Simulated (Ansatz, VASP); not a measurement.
One calculation of Ti, two programs

```
Ti
1.0
    -1.64100    1.64100    1.65741
     1.64100   -1.64100    1.65741
     1.64100    1.64100   -1.65741
Ti
1
Direct
  0.00000 0.00000 0.00000
```

Change from the starting cell: zz strain of +1 %, PAW files.

Alike in both runs: task electric field gradients; functional PBE; k mesh 14 × 14 × 14; occupations fermi-dirac, width 0.05 eV; no spin polarisation.

```csv
,VASP,Ansatz
version,VASP 6.6.1,Ansatz 0.2.0
potentials or method,"VASP PAW PBE potentials, release 64 (Ti_sv)","PAW with Ansatz's default frozen-core files, scalar-relativistic"
plane-wave cutoff (eV),520,420
valence electrons in the cell,12,12
```

|  | VASP | Ansatz | Ansatz less VASP |
| --- | --- | --- | --- |
| pressure (GPa) | -3.6 | -3.4 | +0.21 |
| traceless stress, the component that is largest in VASP (GPa) | 0.18 | 0.18 | -0.001 |
